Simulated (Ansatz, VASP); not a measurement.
**Yb in VASP and in Ansatz**

```
CELL_PARAMETERS angstrom
0.00000 2.97052 2.01906
2.97052 0.00000 2.01906
2.97052 2.97052 0.00000
ATOMIC_POSITIONS crystal
Yb 0.00000 0.00000 0.00000
```

Alike in both runs: task single point; functional PBE; k mesh 16 × 16 × 16; occupations gaussian, width 0.15 eV; no spin polarisation.

|  | VASP | Ansatz |
| --- | --- | --- |
| version | VASP 6.6.1 | Ansatz 0.2.0 |
| potentials or method | VASP PAW PBE potentials, release 64 (Yb), cutoff 520 eV | scalar-relativistic, plane waves, PAW |
| valence electrons in the cell | 24 | 24 |

```csv
,VASP,Ansatz,Ansatz less VASP
gap on the k mesh at the Fermi level (eV),none,none,-
pressure (GPa),-0.6,-0.6,+0.01
"traceless stress, the component that is largest in VASP (GPa)",0.31,0.30,-0.006
```

A gap of «none» marks a metal or a gap that the smearing closes. With one functional, cell and mesh, what is left measures potentials, basis and numerics.

Neither program's run includes spin-orbit coupling.
